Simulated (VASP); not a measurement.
Here is a VASP 6.6.1 calculation.

Contents of INCAR:

```
PREC = Accurate ; ENCUT = 600
EDIFF = 1E-6 ; ISMEAR = 0
SIGMA = 0.1 ; LREAL = False
LASPH = True ; NELM = 100
ALGO = Fast ; ISIF = 3
LWAVE = False ; LCHARG = False
GGA = PS ; IBRION = 2
NSW = 70 ; EDIFFG = -0.05
```

KPOINTS

```
Automatic mesh
0
Gamma
  6 6 6
```

POSCAR

```
AlNi4Bi
1.0
    2.4228452690     -4.0091641905      0.0000000000
    2.4228452690      4.0091641905      0.0000000000
    0.0000000000      0.0000000000      3.8138926647
Al Bi Ni
1 1 4
Direct
    0.0000000000      0.0000000000      0.5000000000
    0.5000000000      0.5000000000      0.0000000000
    0.1705615159      0.8294384841      0.0000000000
    0.8294384841      0.1705615159      0.0000000000
    0.0000000000      0.5000000000      0.5000000000
    0.5000000000      0.0000000000      0.5000000000
```

Potentials or basis: VASP PAW PBE potentials, release 64 (Al, Bi_d, Ni).

Command:

```console
$ cat potpaw_PBE.64/Al/POTCAR potpaw_PBE.64/Bi_d/POTCAR potpaw_PBE.64/Ni/POTCAR > POTCAR
$ mpirun -np 1 vasp_std > vasp.out
```

**Question.** What does it give for the band gap on the k mesh?

**Answer.** Zero (bands 29 and 30 overlap by 1.09 eV).

**Question.** Predict the relaxed cell.

**Answer.** a = 4.770 Å, b = 4.770 Å, c = 4.074 Å, α = 90.00°, β = 90.00°, γ = 117.63°.

**Question.** Estimate the space group after relaxing (to 0.1 Å).

**Answer.** Cmmm (No. 65).

**Question.** Estimate the relaxed volume.

**Answer.** 13.69 Å³/atom.

Stress tensor (GPa, compression positive):
```
0.15 0.00 0.00
0.00 0.42 0.00
0.00 0.00 0.27
```

Caveat: the PAW data sets were made with another functional, which shifts forces and pressure a little; spin-orbit coupling is left out, which moves the levels of the heavy elements. Spin polarisation is off, so any magnetic state and its effect on volume and gap are missing.
